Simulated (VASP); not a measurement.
# Sb in VASP: notebook

Runs on Sb. Level: PBEsol. Tasks: single point, relaxation of cell and atoms.

Program: VASP 6.6.1. These are calculated values, not measurements. Logs are shortened: lines on timing, memory, paths and dates and some standing lists are left out, and cuts for length are marked.

## Step 1: The cell of the first run

The typed cell holds 2 atoms: a = 3.064 Å, b = 4.326 Å, c = 4.326 Å, α = 90.00°, β = 90.03°, γ = 90.00°.

## Step 2: Single point, PBEsol

Input file INCAR:

```
SYSTEM = Sb
PREC = Accurate
ENCUT = 520
EDIFF = 1E-6
ISMEAR = 0
SIGMA = 0.1
LREAL = .False.
LASPH = .True.
NELM = 100
ALGO = Normal
ISIF = 2
LWAVE = .False.
LCHARG = .False.
GGA = PS
NBANDS = 12
```

Input file KPOINTS:

```
Automatic mesh
0
Gamma
  14 10 10
  0 0 0
```

Input file POSCAR:

```
Sb
1.0
    3.0637568998      0.0000000000      0.0126666375
    0.0000000000      4.3256139648      0.0000000000
   -0.0203108920      0.0000000000      4.3263950861
Sb
2
Direct
    0.9999275747      0.7500000000      0.7499782594
    0.0000724253      0.2500000000      0.2500217406
```

Potentials or basis: VASP PAW PBE potentials, release 64 (Sb).

Command:

```bash
$ cat potpaw_PBE.64/Sb/POTCAR > POTCAR
$ mpirun -np 1 vasp_std > vasp.out
```

OUTCAR:

```text
SYSTEM = Sb
   PREC = Accurate
   ENCUT = 520
   EDIFF = 1E-6
   ISMEAR = 0
   LREAL = .False.
   LASPH = .True.
   NELM = 100
   ISIF = 2
   GGA = PS

 ion  position               nearest neighbor table
   1  1.000  0.750  0.750-   2 3.06   2 3.06   2 3.06   2 3.06
   2  0.000  0.250  0.250-   1 3.06   1 3.06   1 3.06   1 3.06

  LATTYP: Found a simple monoclinic cell.
 ALAT       =     3.0637830838
 B/A-ratio  =     1.4118538573
 C/A-ratio  =     1.4121243716
 COS(beta)  =    -0.0005602866

  Lattice vectors:

 A1 = (   3.0637568998,   0.0000000000,   0.0126666375)
 A2 = (   0.0000000000,   4.3256139648,   0.0000000000)
 A3 = (  -0.0203108920,   0.0000000000,   4.3263950861)

Analysis of symmetry for initial positions (statically):
=====================================================================
 Subroutine PRICEL returns:
 Original cell was already a primitive cell.

 Routine SETGRP: Setting up the symmetry group for a
 simple monoclinic supercell.

 Subroutine GETGRP returns: Found  4 space group operations
 (whereof  2 operations were pure point group operations)
 out of a pool of  4 trial point group operations.

The static configuration has the point symmetry S_2 .
 The point group associated with its full space group is C_2h.

Analysis of symmetry for dynamics (positions and initial velocities):
=====================================================================
 Subroutine PRICEL returns:
 Original cell was already a primitive cell.

 Routine SETGRP: Setting up the symmetry group for a
 simple monoclinic supercell.

 Subroutine GETGRP returns: Found  4 space group operations
 (whereof  2 operations were pure point group operations)
 out of a pool of  4 trial point group operations.

The dynamic configuration has the point symmetry S_2 .
 The point group associated with its full space group is C_2h.

 Subroutine INISYM returns: Found  4 space group operations
 (whereof  2 operations are pure point group operations),
 and found     1 'primitive' translations

----------------------------------------------------------------------------------------

                                     Primitive cell

  volume of cell :      57.3372

  direct lattice vectors                    reciprocal lattice vectors
     3.063756900  0.000000000  0.012666637     0.326390319  0.000000000  0.001532287
     0.000000000  4.325613965  0.000000000     0.000000000  0.231181055  0.000000000
    -0.020310892  0.000000000  4.326395086    -0.000955592  0.000000000  0.231134830

  length of vectors
     3.063783084  4.325613965  4.326442762     0.326393915  0.231181055  0.231136805

  position of ions in fractional coordinates (direct lattice)
     0.999927575  0.750000000  0.749978259
     0.000072425  0.250000000  0.250021741

  ion indices of the primitive-cell ions
   primitive index   ion index
                 1           1
                 2           2

----------------------------------------------------------------------------------------

 KPOINTS: Automatic mesh

Automatic generation of k-mesh.
 Grid dimensions read from file:
 generate k-points for:   14   10   10

 Generating k-lattice:

  Cartesian coordinates                     Fractional coordinates (reciprocal lattice)
     0.023313594  0.000000000  0.000109449     0.071428571  0.000000000  0.000000000
     0.000000000  0.023118106  0.000000000     0.000000000  0.100000000  0.000000000
    -0.000095559  0.000000000  0.023113483     0.000000000  0.000000000  0.100000000

  Length of vectors
     0.023313851  0.023118106  0.023113680

  Shift w.r.t. Gamma in fractional coordinates (k-lattice)
     0.000000000  0.000000000  0.000000000

 Subroutine IBZKPT returns following result:
 ===========================================

 Found    432 irreducible k-points:

 Following reciprocal coordinates:
            Coordinates               Weight
  0.000000  0.000000  0.000000      1.000000
  0.071429  0.000000  0.000000      2.000000
  0.142857  0.000000 -0.000000      2.000000
  0.214286  0.000000  0.000000      2.000000
  0.285714  0.000000 -0.000000      2.000000
  0.357143  0.000000 -0.000000      2.000000
[... 16 lines left out ...]
  0.428571  0.200000  0.000000      4.000000
  0.500000  0.200000  0.000000      2.000000
 [... further k-points ...]
   k-points           NKPTS =    432   k-points in BZ     NKDIM =    432   number of bands    NBANDS=     12
   number of dos      NEDOS =    301   number of ions     NIONS =      2
   total plane-waves  NPLWV =  24576
   dimension x,y,z NGX =    24 NGY =   32 NGZ =   32
   dimension x,y,z NGXF=    48 NGYF=   64 NGZF=   64
   ions per type =               2
   NGX,Y,Z   is equivalent  to a cutoff of  13.02, 12.30, 12.30 a.u.
   NGXF,Y,Z  is equivalent  to a cutoff of  26.05, 24.60, 24.59 a.u.
 SYSTEM =  Sb
   PREC   = accura    normal or accurate (medium, high low for compatibility)
   ISTART =      0    job   : 0-new  1-cont  2-samecut
   ICHARG =      2    charge: 1-file 2-atom 10-const
   ISPIN  =      1    spin polarized calculation?
   LNONCOLLINEAR =      F non collinear calculations
   LSORBIT =      F    spin-orbit coupling
   LASPH  =      T    aspherical Exc in radial PAW
   ENCUT  =  520.0 eV  38.22 Ry    6.18 a.u.   5.70  8.04  8.04*2*pi/ulx,y,z
   NELM   =    100;   NELMIN=  2; NELMDL= -5     # of ELM steps
   EDIFF  = 0.1E-05   stopping-criterion for ELM
   LREAL  =      F    real-space projection
   EDIFFG = 0.1E-04   stopping-criterion for IOM
   NSW    =      0    number of steps for IOM
   IBRION =     -1    ionic relax: 0-MD 1-quasi-New 2-CG
   NFREE  =      0    steps in history (QN), initial steepest desc. (CG)
   ISIF   =      2    stress and relaxation
   ISYM   =      2    0-nonsym 1-usesym 2-fastsym
   POTIM  = 0.5000    time-step for ionic-motion
   TEBEG  =    0.0;   TEEND  =   0.0 temperature during run
   PSTRESS=    0.0 pullay stress
   NELECT =      10.0000    total number of electrons
   NUPDOWN=      -1.0000    fix difference up-down
   EMIN   =  10.00;   EMAX   =-10.00  energy-range for DOS
   EFERMI =   0.00;   METHOD = LEGACY
   ISMEAR =     0;   SIGMA  =   0.10  broadening in eV -4-tet -1-fermi 0-gaus
   EFERMI_NEDOS =   21; number of points for ismear=-14 and -15
   IALGO  =     38    algorithm
   IMIX   =      4    mixing-type and parameters
     AMIX     =   0.40;   BMIX     =  1.00
     AMIX_MAG =   1.60;   BMIX_MAG =  1.00
  volume/ion in A,a.u.               =      28.67       193.47
  Fermi-wavevector in a.u.,A,eV,Ry     =   0.914666  1.728468 11.382827  0.836614
  Thomas-Fermi vector in A             =   2.039319
   LORBIT       =      0    0 simple, 1 ext, 2 COOP (PROOUT), +10 PAW based schemes
   GGA     = PS    functional components
   LHFCALC =     F    Hartree Fock is set to
   AEXX    =    0.0000 exact exchange contribution
   IVDW    =     0    specifies the selected vdW correction
   LEPSILON=     F    determine dielectric tensor
   LRPA    =     F    only Hartree local field effects (RPA)
 non-spin polarized calculation
 Gauss-broadening in eV      SIGMA  =   0.10
  energy-cutoff  :      520.00
  volume of cell :       57.34
 maximum number of plane-waves:      1608
   NGX = 11   NGY = 17   NGZ = 17

 number of electron      10.0000000 magnetization

 number of electron       9.9999998 magnetization

 Free energy of the ion-electron system (eV)
  ---------------------------------------------------
  ext. energy  EPLUGINS =         0.00000000
  ---------------------------------------------------
  free energy    TOTEN  =        -9.07449160 eV

  energy without entropy =       -9.06855064  energy(sigma->0) =       -9.07152112

 E-fermi :   7.4929     XC(G=0):  -9.9216

 val. band max:        7.4924690957   @ k =   0.2143   0.1000   0.4000
 cond. band min:       7.4945894205   @ k =   0.0714   0.4000   0.0000
 fundamental gap:      0.0021203249
 Fermi energy:         7.4929394234

 k-point     1 :       0.0000    0.0000    0.0000
  band No.  band energies     occupation
      1      -5.2185      2.00000
      2       0.1166      2.00000
      3       3.7773      2.00000
      4       3.7796      2.00000
      5       9.4656      0.00000
      6      10.8274      0.00000
      7      10.8708      0.00000
      8      10.8717      0.00000
      9      14.4772      0.00000
     10      14.4954      0.00000
     11      15.1873      0.00000
     12      15.8779      0.00000

 k-point     2 :       0.0714    0.0000    0.0000
  band No.  band energies     occupation
      1      -5.1416      2.00000
      2       0.1962      2.00000
      3       3.8496      2.00000
      4       3.8519      2.00000
      5       9.5375      0.00000
      6       9.8385      0.00000
      7      10.9476      0.00000
      8      10.9485      0.00000
      9      14.4184      0.00000
     10      14.5552      0.00000
     11      15.0910      0.00000
     12      16.4151      0.00000

 k-point     3 :       0.1429    0.0000   -0.0000
  band No.  band energies     occupation
      1      -4.9127      2.00000
      2       0.4350      2.00000
      3       4.0615      2.00000
      4       4.0639      2.00000
      5       8.0638      0.00000
      6       9.7526      0.00000
      7      11.1725      0.00000
      8      11.1734      0.00000
      9      12.8030      0.00000
     10      14.7340      0.00000
     11      15.5540      0.00000
     12      17.4494      0.00000
[... 286 lines left out ...]
 k-point    23 :       0.4286    0.2000    0.0000
  band No.  band energies     occupation
      1      -2.6044      2.00000
      2       1.5746      2.00000
      3       2.3418      2.00000
      4       5.6684      2.00000
      5       6.0306      2.00000
      6       6.7426      2.00000
      7      11.2120      0.00000
      8      11.6663      0.00000
      9      12.1814      0.00000
     10      12.8208      0.00000
     11      13.1560      0.00000
     12      16.2294      0.00000

 k-point    24 :       0.5000    0.2000    0.0000
  band No.  band energies     occupation
      1      -2.3539      2.00000
      2       1.8852      2.00000
      3       1.9147      2.00000
      4       5.2530      2.00000
      5       6.1822      2.00000
      6       6.8494      2.00000
      7      11.3821      0.00000
      8      11.8835      0.00000
      9      11.9180      0.00000
     10      12.5292      0.00000
     11      13.3793      0.00000
     12      15.9209      0.00000

 [... further k-points ...]

------------------------ aborting loop because EDIFF is reached ----------------------------------------

  FORCE on cell =-STRESS in cart. coord.  units (eV):
  Direction    XX          YY          ZZ          XY          YZ          ZX
  --------------------------------------------------------------------------------------
  -------------------------------------------------------------------------------------
  Total        0.0411325      0.0454474      0.0433003      0.0000000      0.0000000      0.0003954
  in kB        1.1493681      1.2699383      1.2099436      0.0000000      0.0000000      0.0110477
  external PRESSURE =       1.2097500 kB  Pullay stress =       0.0000000 kB

 VOLUME and BASIS-vectors are now :
 -----------------------------------------------------------------------------
  energy-cutoff  :      520.00
  volume of cell :       57.34
      direct lattice vectors                 reciprocal lattice vectors
     3.063756900  0.000000000  0.012666637     0.326390319  0.000000000  0.001532287
     0.000000000  4.325613965  0.000000000     0.000000000  0.231181055  0.000000000
    -0.020310892  0.000000000  4.326395086    -0.000955592  0.000000000  0.231134830

 POSITION                                       TOTAL-FORCE (eV/Angst)
 -----------------------------------------------------------------------------------
      3.04830      3.24421      3.25737         0.000172     -0.000000      0.000446
     -0.00486      1.08140      1.08169        -0.000172      0.000000     -0.000446
 -----------------------------------------------------------------------------------
    total drift:                               -0.000000      0.000000      0.000000

  FREE ENERGIE OF THE ION-ELECTRON SYSTEM (eV)
  ---------------------------------------------------
  free  energy   TOTEN  =        -9.0744916030 eV

  energy  without entropy=       -9.0685506414  energy(sigma->0) =       -9.07152112
```

Run time: 66 s. Hardware: 1 thread of Intel Xeon Platinum 8488C (Sapphire Rapids), shared host; peak memory 0.37 GiB.

What came out:

| Item | Value |
| --- | --- |
| Free energy | -9.0745 eV |
| Pressure | 0.1 GPa |
| Band gap on the k mesh | zero (band 5 reaches 12.98 eV, above the bottom of band 6 at 3.79 eV) |

Caveat: the PAW data sets were made with another functional, which shifts forces and pressure a little; spin-orbit coupling is left out, which moves the levels of the heavy elements.

## Step 3: Relaxation of cell and atoms, PBEsol

This run uses another cell than the first one, of 29.90 Å³/atom, 1.043 times its volume.

Input file INCAR:

```
  ALGO = Normal
  EDIFF = 1E-6
  EDIFFG = -0.002
  ENCUT = 600
  GGA = PS
  IBRION = 2
  ISIF = 3
  ISMEAR = 0
  LASPH = True
  LCHARG = False
  LREAL = False
  LWAVE = False
  NELM = 100
  NSW = 100
  PREC = Accurate
  SIGMA = 0.1
```

Input file KPOINTS:

```
k-points
0
Gamma
  14 10 10
```

Input file POSCAR:

```
Sb
1.0
    3.1224020000      0.0000000000      0.0000000000
    0.0000000000      4.3475180000      0.0000000000
   -0.0389150000      0.0000000000      4.4058520000
Sb
2
Direct
    0.9886110000      0.7500000000      0.7588340000
    0.0113890000      0.2500000000      0.2411660000
```

Potentials or basis: VASP PAW PBE potentials, release 64 (Sb).

Command:

```bash
$ cat potpaw_PBE.64/Sb/POTCAR > POTCAR
$ mpirun -np 1 vasp_std > vasp.out
```

It took 23 min on 1 thread of Intel Xeon Platinum 8488C (Sapphire Rapids), shared host; peak memory 0.43 GiB.

The run converged. Its results:

```yaml
Free_energy: -9.0746 eV
Relaxed_volume: 28.73 Å³/atom
Relaxed_cell: a = 3.065 Å, b = 4.329 Å, c = 4.329 Å, α = 90.00°, β = 89.95°, γ = 90.00°
Space_group_after_relaxing_to_0.05_Å: Pm-3m (No. 221)
Energy_gained_by_relaxing: 12.3 meV/atom
Ionic_steps: 33
Pressure_after_relaxing: 0.0 GPa
Band_gap_on_the_k_mesh: zero (band 5 reaches 12.94 eV, above the bottom of band 6 at 3.77 eV)
```

The path:
```csv
step,energy change (eV),largest force (eV/Å),pressure (GPa),volume (Å³)
1,0.0000,0.1043,-2.15,59.81
2,-0.0134,0.1811,1.31,56.40
3,-0.0176,0.1589,0.10,57.47
4,-0.0199,0.1289,0.09,57.43
5,-0.0229,0.0460,0.12,57.35
6,-0.0237,0.0207,-0.13,57.56
7,-0.0239,0.0250,-0.07,57.49
8,-0.0240,0.0209,0.04,57.40
9,-0.0240,0.0197,0.10,57.34
10,-0.0241,0.0195,0.08,57.37
11,-0.0242,0.0234,0.01,57.44
12,-0.0242,0.0227,-0.03,57.47
13,-0.0243,0.0217,-0.09,57.53
14,-0.0243,0.0204,-0.07,57.51
15,-0.0244,0.0165,0.00,57.44
16,-0.0244,0.0095,0.15,57.30
17,-0.0245,0.0122,0.10,57.36
18,-0.0245,0.0081,0.05,57.40
19,-0.0245,0.0054,0.01,57.44
20,-0.0245,0.0043,-0.01,57.45
21,-0.0245,0.0039,-0.01,57.46
22,-0.0245,0.0031,-0.03,57.48
23,-0.0245,0.0037,-0.03,57.46
24,-0.0245,0.0039,-0.02,57.46
25,-0.0246,0.0024,-0.02,57.45
26,-0.0246,0.0010,0.02,57.43
27,-0.0246,0.0011,0.02,57.44
28,-0.0246,0.0017,0.01,57.45
29,-0.0246,0.0009,0.00,57.45
30,-0.0246,0.0009,-0.01,57.46
31,-0.0246,0.0007,-0.01,57.45
32,-0.0246,0.0008,-0.01,57.45
33,-0.0246,0.0009,0.00,57.45
```

Final structure:
```cif
data_structure
_symmetry_space_group_name_H-M 'P 1'
_symmetry_Int_Tables_number 1
_cell_length_a 3.0655
_cell_length_b 4.3290
_cell_length_c 4.3293
_cell_angle_alpha 90.000
_cell_angle_beta 89.946
_cell_angle_gamma 90.000
_cell_volume 57.45
loop_
_atom_site_label
_atom_site_type_symbol
_atom_site_fract_x
_atom_site_fract_y
_atom_site_fract_z
_atom_site_occupancy
Sb1 Sb 0.00028 0.75000 0.74997 1
Sb2 Sb 0.99972 0.25000 0.25003 1
```

Levels at points of the mesh, in eV from the Fermi level:
```csv
k point,band 2,band 3,band 4,band 5,band 6,band 7,band 8,band 9
"(0.00, 0.00, 0.00)",-7.38,-3.71,-3.70,1.98,3.33,3.37,3.37,6.98
"(0.50, 0.00, 0.00)",-5.85,-4.32,-1.69,-1.69,-1.66,4.75,4.77,4.77
"(0.00, 0.50, 0.00)",-10.85,-1.44,-1.44,-0.95,-0.95,5.10,5.10,8.10
"(0.50, 0.50, 0.00)",-8.26,-4.15,-4.15,0.65,0.65,1.65,1.65,5.52
"(0.00, 0.00, 0.50)",-10.85,-1.44,-1.44,-0.95,-0.95,5.10,5.10,8.10
"(0.50, 0.00, 0.50)",-8.26,-4.15,-4.15,0.65,0.66,1.65,1.65,5.52
"(0.00, 0.50, 0.50)",-10.12,-5.86,-5.86,5.48,5.48,5.52,5.52,9.18
"(0.50, 0.50, 0.50)",-7.40,-3.72,-3.72,-3.69,-3.69,1.98,1.98,7.70
```

Caveat: the PAW data sets were made with another functional, which shifts forces and pressure a little; spin-orbit coupling is left out, which moves the levels of the heavy elements.

## Step 4: Single point, PBEsol

This run uses another cell than the first one, of 29.90 Å³/atom, 1.043 times its volume.

Input file INCAR:

```
SYSTEM = Sb
PREC = Accurate
ENCUT = 520
EDIFF = 1E-7
ISMEAR = 0
SIGMA = 0.1
LREAL = .False.
LASPH = .True.
NELM = 100
ALGO = Normal
ISIF = 2
LWAVE = .False.
LCHARG = .False.
GGA = PS
NBANDS = 12
```

Input file KPOINTS:

```
Automatic mesh
0
Gamma
  6 4 4
  0 0 0
```

POSCAR is that of step 3.

Command:

```bash
$ cat potpaw_PBE.64/Sb/POTCAR > POTCAR
$ mpirun -np 1 vasp_std > vasp.out
```

Run time: 14 s. Hardware: 1 thread of Intel Xeon Platinum 8488C (Sapphire Rapids), shared host; peak memory 0.17 GiB.

It converged, with:

| Quantity | Value |
| --- | --- |
| Free energy | -9.0779 eV |
| Pressure | -1.8 GPa |
| Largest force | 0.064 eV/Å |
| Band gap on the k mesh | zero (band 5 reaches 12.07 eV, above the bottom of band 6 at 3.48 eV) |

Forces on the atoms (eV/Å):
```
Sb   0.032  0.000 -0.056
Sb  -0.032  0.000  0.056
```

Stress tensor (GPa, compression positive):
```
-5.77  0.00  0.05
 0.00  0.42  0.00
 0.05  0.00 -0.01
```

Levels at points of the mesh, in eV from the Fermi level:
```csv
k point,band 1,band 2,band 3,band 4,band 5,band 6,band 7,band 8,band 9,band 10
"(0.00, 0.00, 0.00)",-12.32,-7.25,-3.50,-3.37,2.14,3.16,3.39,3.52,6.78,7.09
"(0.50, 0.00, 0.00)",-9.98,-5.52,-4.47,-1.64,-1.51,-1.43,4.60,4.88,4.90,5.42
"(0.00, 0.50, 0.00)",-10.52,-10.52,-1.36,-1.36,-0.79,-0.79,4.85,4.85,8.22,8.22
"(0.50, 0.50, 0.00)",-8.14,-8.14,-3.84,-3.84,0.60,0.60,1.57,1.57,5.59,5.59
"(0.00, 0.00, 0.50)",-10.76,-10.34,-1.45,-0.93,-0.82,-0.66,4.63,5.01,7.87,8.07
"(0.50, 0.00, 0.50)",-8.40,-7.93,-4.02,-3.71,0.45,1.04,1.59,1.70,5.55,5.85
"(0.00, 0.50, 0.50)",-9.87,-9.87,-5.51,-5.51,5.19,5.19,5.45,5.45,9.10,9.10
"(0.50, 0.50, 0.50)",-7.39,-7.39,-3.51,-3.51,-3.40,-3.40,2.18,2.18,7.44,7.44
```

Caveat: the k points lie up to 0.36 Å⁻¹ apart; the PAW data sets were made with another functional, which shifts forces and pressure a little; spin-orbit coupling is left out, which moves the levels of the heavy elements.

## Step 5: Summary

```tsv
task	cell	k mesh	cutoff (eV)	gap on the mesh (eV)	pressure (GPa)
single point	a = 3.064, b = 4.326, c = 4.326 Å, 2 atoms	14 × 10 × 10	520	none	0.1
relaxation of cell and atoms	relaxed from a = 3.122, b = 4.348, c = 4.406 Å, angles 90.0, 90.5, 90.0°, 2 atoms	14 × 10 × 10	600	none	0.0
single point	a = 3.122, b = 4.348, c = 4.406 Å, angles 90.0, 90.5, 90.0°, 2 atoms	6 × 4 × 4	520	none	-1.8
```

Alike in all rows: level PBEsol; potentials or basis VASP PAW PBE potentials, release 64 (Sb); no spin polarisation; smearing gaussian 0.1 eV.

Caveats: some runs use coarse meshes; the PAW data sets were made with another functional, which shifts forces and pressure a little; spin-orbit coupling is left out, which moves the levels of the heavy elements.

Absolute energies hang on the potentials; compare differences alone.
